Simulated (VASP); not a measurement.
Runs of VASP 6.6.1 on LiF. The structure is that of space group Fm-3m (No. 225), or close to it. The cells are those of the table. 

| level | cell | smearing | gap on the mesh (eV) |
| --- | --- | --- | --- |
| PBE | a = 2.786 Å, angles 60.8°, 2 atoms | fermi-dirac 0.02 eV | (a) |
| r2SCAN | a = 2.820 Å, angles 59.6°, 2 atoms | gaussian 0.01 eV | 10.63 |
| r2SCAN | a = 2.874, b = 2.874, c = 2.925 Å, angles 59.4, 59.4, 61.2°, 2 atoms | gaussian 0.01 eV | 9.82 |
| r2SCAN | a = 2.786 Å, angles 60.8°, 2 atoms | gaussian 0.01 eV | 10.67 |
| PBE | a = 2.820 Å, angles 59.6°, 2 atoms | fermi-dirac 0.02 eV | (b) |
| PBE | a = 2.874, b = 2.874, c = 2.925 Å, angles 59.4, 59.4, 61.2°, 2 atoms | fermi-dirac 0.02 eV | 8.68 |

Alike in all rows: task single point; potentials or basis VASP PAW PBE potentials, release 64 (Li_sv, F); no spin polarisation; k mesh 10 × 10 × 10; cutoff (eV) 520.

Problem. Fill in the values left out.

Solution. (a) 9.45; (b) 9.43.

A k mesh can miss the band edges.
